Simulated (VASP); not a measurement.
Wanted: the native input for a VASP 6.6.1 run.

```
Task                   : single point
Functional             : PBE
Potentials or basis    : VASP PAW PBE potentials, release 64 (Rb_sv, Br)
Cutoff                 : 520 eV
k mesh                 : 4 × 4 × 4
Occupations            : fermi-dirac, width 0.069 eV
Spin                   : no spin polarisation
Dipole correction      : no
Further INCAR settings : ALGO = Normal; EDIFF = 1e-06; NBANDS = 15
```

The structure of RbBr lies in POSCAR:

```
RbBr
1.0
    0.0000000000      3.8694968646      3.8694968646
    3.8694968646      0.0000000000      3.8694968646
    3.8694968646      3.8694968646      0.0000000000
Rb Br
1 1
Direct
    0.0042794969      0.0337753213     -0.0486658877
    0.2522143147      0.2395966536      0.2522194833
```

These files were run (other wordings do the same):

INCAR

```
  PREC = Accurate
  ENCUT = 520
  EDIFF = 1E-6
  ISMEAR = -1
  SIGMA = 0.069
  LREAL = False
  LASPH = True
  NELM = 60
  ALGO = Normal
  ISIF = 2
  LWAVE = False
  LCHARG = False
  GGA = PE
  NBANDS = 15
```

KPOINTS

```
Automatic mesh
0
Gamma
  4 4 4
```

Potentials or basis: VASP PAW PBE potentials, release 64 (Rb_sv, Br).

Run with:

```console
$ cat potpaw_PBE.64/Rb_sv/POTCAR potpaw_PBE.64/Br/POTCAR > POTCAR
$ mpirun -np 1 vasp_std > vasp.out
```

It gave:

```json
{"Pressure": "0.4 GPa", "Largest force": "0.405 eV/Å", "Band gap on the k mesh": "4.05 eV (least direct gap 4.12 eV)"}
```

Caveat: the atoms stand as in a frame of molecular dynamics.

Run time: 27 s on 1 thread of Intel(R) Xeon(R) 6975P-C (Granite Rapids) (shared host), peak memory 0.28 GiB.
